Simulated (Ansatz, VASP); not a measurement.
# One calculation of Au, two programs

INCAR

```
SYSTEM = Au
ALGO     = Normal         ! electronic algorithm
EDIFF    = 1E-7           ! SCF threshold, eV
ENCUT    = 520            ! plane-wave cutoff, eV
GGA      = PE             ! functional
ISIF     = 2              ! what is computed and relaxed
ISMEAR   = -1             ! smearing method
LASPH    = .True.         ! aspherical terms in the spheres
LCHARG   = .True.         ! write CHGCAR
LELF     = .True.         ! ELF
LREAL    = .False.        ! projectors in reciprocal space
LVHAR    = .True.       
LWAVE    = .False.        ! write WAVECAR
NBANDS   = 12             ! bands
NELM     = 60             ! most SCF steps
PREC     = Accurate       ! precision mode
SIGMA    = 0.08           ! smearing width, eV
```

The input KPOINTS:

```
k-points
0
Gamma
  14 14 14
  0 0 0
```

POSCAR

```
Au
1.0
    0.0000000000      2.0317713984      2.0317713984
    2.0317713984      0.0000000000      2.0317713984
    2.0317713984      2.0317713984      0.0000000000
Au
1
Direct
    0.0000000000      0.0000000000      0.0000000000
```

Input for Ansatz:

```yaml
crystal:
  lattice:
    - [0.0, 2.0317713984, 2.0317713984]
    - [2.0317713984, 0.0, 2.0317713984]
    - [2.0317713984, 2.0317713984, 0.0]
  atoms:
    - { symbol: Au, position: [0.0, 0.0, 0.0] }
kpoints:
  mp_grid: { grid: [14, 14, 14] }
scf:
  occupations: { method: fermi_dirac, width: 0.08 }
hamiltonian:
  xc: pbe
  pseudopotentials: { kind: all_electron, lapw: { basis_error: 0.00025 } }
output:
  forces: true
  stress: true
  eigenvalues: true
```

Change from the starting cell: volume scaled by 0.98.

Alike in both runs: task single point; functional PBE; k mesh 14 × 14 × 14; occupations fermi-dirac, width 0.08 eV; no spin polarisation.

|  | VASP | Ansatz |
| --- | --- | --- |
| version | VASP 6.6.1 | Ansatz 0.2.0 |
| potentials or method | VASP PAW PBE potentials, release 64 (Au), cutoff 520 eV | all-electron LAPW, scalar-relativistic |

|  | VASP | Ansatz | Ansatz less VASP |
| --- | --- | --- | --- |
| pressure (GPa) | 11.5 | 11.8 | +0.30 |

Ansatz ran all-electron here, and VASP with PAW potentials.

Spin-orbit coupling is off throughout.
